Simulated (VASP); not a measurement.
Runs of VASP 6.6.1 on GaB2As3. The structure is that of space group P-3m1 (No. 164), or close to it. The cells are those of the table. 

```csv
task,cell,k mesh,cutoff (eV),k mesh for the DOS,occupations for the DOS,gap on the mesh (eV),pressure (GPa),largest force (eV/Å)
single point,"a = 4.298, b = 4.298, c = 6.258 Å, angles 90.0, 90.0, 120.0°, 6 atoms",12 × 12 × 6,520,-,-,none,0.2,0.04
single point,"a = 4.318, b = 4.318, c = 6.242 Å, angles 90.0, 90.0, 120.0°, 6 atoms",6 × 6 × 4,520,-,-,none,0.0,0.06
single point,"a = 4.425, b = 4.425, c = 6.974 Å, angles 90.0, 90.0, 120.0°, 6 atoms",6 × 6 × 4,520,-,-,none,(a),(b)
relaxation of cell and atoms,"relaxed from a = 4.425, b = 4.425, c = 6.974 Å, angles 90.0, 90.0, 120.0°, 6 atoms",6 × 6 × 4,600,-,-,none,-0.1,0.04
```

Alike in all rows: level PBE; potentials or basis VASP PAW PBE potentials, release 64 (Ga_d, B, As); no spin polarisation; smearing gaussian 0.1 eV.

Q: Fill in the values left out.

A: (a) -6.8; (b) 0.82.

A k mesh can miss the band edges, and the runs leave out spin-orbit coupling on As, Ga.

A gap of «none» marks levels without a gap at the run's occupations.
